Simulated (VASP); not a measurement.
Wanted: the native input for a VASP 6.6.1 run.

```yaml
Task: single point
Functional: r2SCAN
Potentials_or_basis: VASP PAW PBE potentials, release 64 (Ti_sv, O, H)
Cutoff: 520 eV
k_mesh: 7 × 7 × 2
Occupations: fermi-dirac, width 0.1 eV
Spin: collinear spin, antiferromagnetic start
Starting_moments: "[1.0, -1.0, 0.0, 0.0, 0.0, 0.0, 0.0, 0.0, 0.0, 0.0] μB"
Dipole_correction: no
Further_INCAR_settings: ALGO = Normal; EDIFF = 1e-06; NBANDS = 41
```

The system is TiH2O2.

```xyz
10
Lattice="1.6008 2.7728 0.0000 -3.2017 0.0000 0.0000 0.0000 0.0000 9.5442" Properties=species:S:1:pos:R:3 pbc="T T T"
Ti    0.0000    0.0000    0.0000
Ti    0.0000    0.0000    4.7721
O     0.0000    1.8485    1.1520
O     0.0000    1.8485    5.9241
O    -1.6009    0.9243    3.6201
O    -1.6009    0.9243    8.3922
H     0.0000    1.8485    2.1160
H     0.0000    1.8485    6.8881
H    -1.6009    0.9243    2.6561
H    -1.6009    0.9243    7.4282
```

The input as run:

POSCAR

```
TiH2O2
1.0
    1.6008486798      2.7727565792      0.0000000000
   -3.2017019760     -0.0000026653      0.0000000000
    0.0000000000      0.0000000000      9.5442445192
Ti O H
2 4 4
Direct
    0.0000000000      0.0000000000      0.0000000000
    0.0000000000      0.0000000000      0.5000000000
    0.6666666667      0.3333333333      0.1207036624
    0.6666666667      0.3333333333      0.6207038529
    0.3333333333      0.6666666667      0.3792961471
    0.3333333333      0.6666666667      0.8792963376
    0.6666666667      0.3333333333      0.2217069291
    0.6666666667      0.3333333333      0.7217071145
    0.3333333333      0.6666666667      0.2782928855
    0.3333333333      0.6666666667      0.7782930709
```

INCAR.step1

```
SYSTEM = TiH2O2
  PREC = Accurate
  ENCUT = 520
  ISMEAR = -1
  SIGMA = 0.1
  LREAL = .FALSE.
  LASPH = .TRUE.
  NELM = 150
  ISPIN = 2
  MAGMOM = 1 -1 0 0 0 0 0 0 0 0
  LMAXMIX = 4
  NBANDS = 41
  GGA = PE
  ALGO = Normal
  EDIFF = 1E-4
  LWAVE = .TRUE.
  LCHARG = .FALSE.
```

INCAR.step2

```
SYSTEM = TiH2O2
  PREC = Accurate
  ENCUT = 520
  EDIFF = 1E-6
  ISMEAR = -1
  SIGMA = 0.1
  LREAL = .FALSE.
  LASPH = .TRUE.
  NELM = 150
  ALGO = Normal
  ISIF = 2
  LWAVE = .FALSE.
  LCHARG = .FALSE.
  ISPIN = 2
  MAGMOM = 1 -1 0 0 0 0 0 0 0 0
  LORBIT = 11
  LMAXMIX = 4
  METAGGA = R2SCAN
  LMIXTAU = .TRUE.
  NBANDS = 41
  ISTART = 1
```

KPOINTS

```
Automatic mesh
0
G
  7 7 2
  0 0 0
```

Potentials or basis: VASP PAW PBE potentials, release 64 (Ti_sv, O, H).

Command:

```console
$ cat potpaw_PBE.64/Ti_sv/POTCAR potpaw_PBE.64/O/POTCAR potpaw_PBE.64/H/POTCAR > POTCAR
$ cp INCAR.step1 INCAR
$ mpirun -np 1 vasp_std > vasp.out
$ cp INCAR.step2 INCAR
$ mpirun -np 1 vasp_std > vasp.out
```

It gave:

```
Pressure                                              : 0.7 GPa
Largest force                                         : 0.176 eV/Å
Band gap on the k mesh                                : zero (filled and empty bands overlap)
Net moment                                            : 0.00 μB per cell
Site moments                                          : Ti +1.60, -1.60; O +0.01, -0.01; H +0.01, -0.01 μB
Valence electrons inside the program's atomic spheres : Ti 10.22; O 5.17; H 0.76
```

Caveat: the PAW data sets were made with another functional, which shifts forces and pressure a little.

Run time: 2.7 min on 1 thread of Intel(R) Xeon(R) 6975P-C (Granite Rapids), on a shared host, peak memory 0.28 GiB.
